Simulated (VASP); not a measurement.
# Hf (I4/mmm) in VASP: a series of runs, part 2 of 2

VASP 6.6.1. The steps go on from the part before.

**5. Single point, PBEsol (strain +0.0150 x Voigt [1, 0, 0, 0, 0, 0])**

Input file INCAR:

```
PREC     = Accurate       # precision mode
ENCUT    = 520            # plane-wave cutoff, eV
EDIFF    = 1E-6           # SCF threshold, eV
ISMEAR   = 0              # smearing method
SIGMA    = 0.15           # smearing width, eV
LREAL    = False          # projectors in reciprocal space
LASPH    = True           # aspherical terms in the spheres
NELM     = 80             # most SCF steps
ALGO     = Normal         # electronic algorithm
ISIF     = 2              # what is computed and relaxed
LWAVE    = False          # write WAVECAR
LCHARG   = True           # write CHGCAR
GGA      = PS             # functional
LELF     = True           # ELF
LVHAR    = True         
NBANDS   = 11             # bands
```

Input file KPOINTS:

```
regular mesh
0
Gamma
  18 18 18
```

Input file POSCAR:

```
Hf
1.0
   -1.8320750000      1.8050000000      1.8050000000
    1.8320750000     -1.8050000000      1.8050000000
    1.8320750000      1.8050000000     -1.8050000000
Hf
1
Direct
    0.0000000000      0.0000000000      0.0000000000
```

Run with:

```console
$ cat potpaw_PBE.64/Hf_pv/POTCAR > POTCAR
$ mpirun -np 1 vasp_std > vasp.out
```

Wall time 47 s (1 thread of AMD EPYC 9R45 (Zen 5), shared host); peak memory 0.21 GiB.

The run converged. Its results:

```
Free energy            : -10.2513 eV
Pressure               : -10.4 GPa
Band gap on the k mesh : zero (bands 5 and 6 overlap by 2.09 eV)
```

Stress tensor (GPa, compression positive):
```
 -9.95   0.00   0.00
  0.00 -10.62   0.00
  0.00   0.00 -10.62
```

Levels at points of the mesh, in eV from the Fermi level:
```tsv
k point	band 3	band 4	band 5	band 6	band 7	band 8
(0.00, 0.00, 0.00)	-30.04	-6.83	1.40	1.40	1.55	3.95
(0.50, 0.00, 0.00)	-30.05	-3.18	-0.51	0.92	3.98	4.85
(0.00, 0.50, 0.00)	-30.04	-3.20	-0.36	0.84	3.77	4.76
(0.50, 0.50, 0.50)	-30.50	-2.33	-2.29	6.26	6.31	6.31
```

Caveat: the cell differs from its parent crystal (strain +0.0150 x Voigt [1, 0, 0, 0, 0, 0]); the cell stands under tension; the PAW data sets were made with another functional, which shifts forces and pressure a little; spin-orbit coupling is left out, which moves the levels of the heavy elements.

**6. Single point, PBEsol (strain +0.0300 x Voigt [1, 0, 0, 0, 0, 0])**

Input file INCAR:

```
SYSTEM = Hf
PREC = Accurate
ENCUT = 520
EDIFF = 1E-6
ISMEAR = 0
SIGMA = 0.15
LREAL = .FALSE.
LASPH = .TRUE.
NELM = 60
ALGO = Fast
ISIF = 2
LWAVE = .FALSE.
LCHARG = .FALSE.
GGA = PS
NBANDS = 11
```

Input file KPOINTS:

```
regular mesh
0
G
  18 18 18
  0 0 0
```

Input file POSCAR:

```
Hf
1.0
   -1.8591500000      1.8050000000      1.8050000000
    1.8591500000     -1.8050000000      1.8050000000
    1.8591500000      1.8050000000     -1.8050000000
Hf
1
Direct
    0.0000000000      0.0000000000      0.0000000000
```

Potentials or basis: VASP PAW PBE potentials, release 64 (Hf_pv).

Run with:

```console
$ cat potpaw_PBE.64/Hf_pv/POTCAR > POTCAR
$ mpirun -np 1 vasp_std > vasp.out
```

OUTCAR:

```text
SYSTEM = Hf
   PREC = Accurate
   ENCUT = 520
   EDIFF = 1E-6
   ISMEAR = 0
   LREAL = .FALSE.
   LASPH = .TRUE.
   NELM = 60
   ISIF = 2
   GGA = PS

 ion  position               nearest neighbor table
   1  0.000  0.000  0.000-

  LATTYP: Found a body centered tetragonal cell.
 ALAT       =     3.6100000000
 C/A-ratio  =     1.0300000000

  Lattice vectors:

 A1 = (  -1.8591500000,   1.8050000000,  -1.8050000000)
 A2 = (  -1.8591500000,  -1.8050000000,   1.8050000000)
 A3 = (   1.8591500000,   1.8050000000,   1.8050000000)

Analysis of symmetry for initial positions (statically):
=====================================================================
 Subroutine PRICEL returns:
 Original cell was already a primitive cell.

 Routine SETGRP: Setting up the symmetry group for a
 body centered tetragonal supercell.

 Subroutine GETGRP returns: Found 16 space group operations
 (whereof 16 operations were pure point group operations)
 out of a pool of 16 trial point group operations.

The static configuration has the point symmetry D_4h.

Analysis of symmetry for dynamics (positions and initial velocities):
[... 172 lines left out ...]
      4      -2.8799      2.00000
      5       5.2491      0.00000
      6       5.2491      0.00000
      7       5.5395      0.00000
      8       7.7003      0.00000
      9       8.0975      0.00000
     10      16.5616      0.00000
     11      16.9952      0.00000
[... 309 lines left out ...]
 k-point    24 :       0.2222    0.1111   -0.0000
  band No.  band energies     occupation
      1     -26.5878      2.00000
      2     -26.3275      2.00000
      3     -26.2282      2.00000
      4      -0.3736      2.00000
      5       3.9575      0.64983
      6       4.2009      0.00600
      7       7.3150      0.00000
      8       8.0724      0.00000
      9       8.4103      0.00000
     10      16.0581      0.00000
     11      17.3776      0.00000

 [... further k-points ...]

------------------------ aborting loop because EDIFF is reached ----------------------------------------

  FORCE on cell =-STRESS in cart. coord.  units (eV):
  Direction    XX          YY          ZZ          XY          YZ          ZX
  --------------------------------------------------------------------------------------
  -------------------------------------------------------------------------------------
  Total       -1.5830818     -1.7867992     -1.7867992     -0.0000000      0.0000000      0.0000000
  in kB     -104.6851568   -118.1564667   -118.1564667     -0.0000000      0.0000000      0.0000000
  external PRESSURE =    -113.6660300 kB  Pullay stress =       0.0000000 kB

 VOLUME and BASIS-vectors are now :
 -----------------------------------------------------------------------------
  energy-cutoff  :      520.00
  volume of cell :       24.23
      direct lattice vectors                 reciprocal lattice vectors
    -1.859150000  1.805000000  1.805000000     0.000000000  0.277008310  0.277008310
     1.859150000 -1.805000000  1.805000000     0.268940107  0.000000000  0.277008310
     1.859150000  1.805000000 -1.805000000     0.268940107  0.277008310  0.000000000

 POSITION                                       TOTAL-FORCE (eV/Angst)
 -----------------------------------------------------------------------------------
      0.00000      0.00000      0.00000         0.000000      0.000000     -0.000000
 -----------------------------------------------------------------------------------
    total drift:                                0.000000      0.000000      0.000000

  FREE ENERGIE OF THE ION-ELECTRON SYSTEM (eV)
  ---------------------------------------------------
  free  energy   TOTEN  =       -10.2288718882 eV

  energy  without entropy=      -10.2038649276  energy(sigma->0) =      -10.21636841
```

stdout:

```text
POSCAR found type information on POSCAR Hf
 POSCAR found :  1 types and       1 ions
 scaLAPACK will be used
 -----------------------------------------------------------------------------
|                                                                             |
|                                                                             |
|     You enforced a specific xc type in the INCAR file but a different       |
|     I HOPE YOU KNOW WHAT YOU ARE DOING!                                     |
|                                                                             |
 -----------------------------------------------------------------------------

 LDA part: xc-table for (Slater+PW92), standard interpolation
 POSCAR, INCAR and KPOINTS ok, starting setup
 FFT: planning ... GRIDC
 FFT: planning ... GRID_SOFT
 FFT: planning ... GRID
 WAVECAR not read
 entering main loop
```

It took 66 s on 1 thread of AMD EPYC 9R45 (Zen 5), shared host; peak memory 0.21 GiB.

What came out:

```yaml
Free_energy: -10.2289 eV
Pressure: -11.4 GPa
Band_gap_on_the_k_mesh: zero (bands 5 and 6 overlap by 2.02 eV)
```

Stress tensor (GPa, compression positive):
```
-10.47   0.00   0.00
  0.00 -11.82   0.00
  0.00   0.00 -11.82
```

Caveat: the cell differs from its parent crystal (strain +0.0300 x Voigt [1, 0, 0, 0, 0, 0]); the cell stands under tension; the PAW data sets were made with another functional, which shifts forces and pressure a little; spin-orbit coupling is left out, which moves the levels of the heavy elements.

**7. Summary**

```csv
cell,gap on the mesh (eV),pressure (GPa)
"a = 3.080 Å, angles 111.9, 108.3, 108.3°, 1 atom",none,-5.4
"a = 3.095 Å, angles 111.1, 108.7, 108.7°, 1 atom",none,-6.9
"a = 3.111 Å, angles 110.3, 109.1, 109.1°, 1 atom",none,-8.1
"a = 3.142 Å, angles 108.7, 109.9, 109.9°, 1 atom",none,-10.4
"a = 3.158 Å, angles 107.9, 110.3, 110.3°, 1 atom",none,-11.4
```

Alike in all rows: task single point; level PBEsol; potentials or basis VASP PAW PBE potentials, release 64 (Hf_pv); no spin polarisation; k mesh 18 × 18 × 18; cutoff (eV) 520; smearing gaussian 0.15 eV.

Caveats: the cell stands under tension; the PAW data sets were made with another functional, which shifts forces and pressure a little; spin-orbit coupling is left out, which moves the levels of the heavy elements.

Total energies depend on the potentials used, so only differences within one code and one set of settings carry meaning.
